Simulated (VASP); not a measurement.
The system is In4Sb.

```
CELL_PARAMETERS angstrom
-3.49163 3.49163 3.49163
3.49163 -3.49163 3.49163
3.49163 3.49163 -3.49163
ATOMIC_POSITIONS crystal
In 0.50000 0.50000 0.50000
In 0.50000 0.00000 0.00000
In 0.00000 0.00000 0.50000
In 0.00000 0.50000 0.00000
Sb 0.00000 0.00000 0.00000
```

The cell was generated, and may not be a known phase.

* Program: VASP 6.6.1
* Task: relaxation of cell and atoms
* Functional: PBE
* Potentials or basis: VASP PAW PBE potentials, release 64 (In_d, Sb)
* Cutoff: 600 eV
* k mesh: 8 × 8 × 8
* Occupations: gaussian, width 0.1 eV
* Spin: no spin polarisation

At the start: pressure 1.2 GPa; volume 34.05 Å³/atom.

Problem. Where does the relaxation end?

Solution. Over 3 steps the energy falls by 5.6 meV/atom and the volume is 35.63 Å³/atom (+4.6 %); space group Im-3m (No. 229, to 0.1 Å) before and after.

Step by step:
| step | energy change (eV) | largest force (eV/Å) | pressure (GPa) | volume (Å³) |
| --- | --- | --- | --- | --- |
| 1 | 0.0000 | 0.0000 | 1.19 | 170.27 |
| 2 | -0.0270 | 0.0000 | 0.21 | 176.56 |
| 3 | -0.0282 | 0.0000 | 0.01 | 178.14 |

Final structure:
```
CELL_PARAMETERS angstrom
-3.54458 3.54458 3.54458
3.54458 -3.54458 3.54458
3.54458 3.54458 -3.54458
ATOMIC_POSITIONS crystal
In 0.50000 0.50000 0.50000
In 0.50000 0.00000 0.00000
In 0.00000 0.00000 0.50000
In 0.00000 0.50000 0.00000
Sb 0.00000 0.00000 0.00000
```
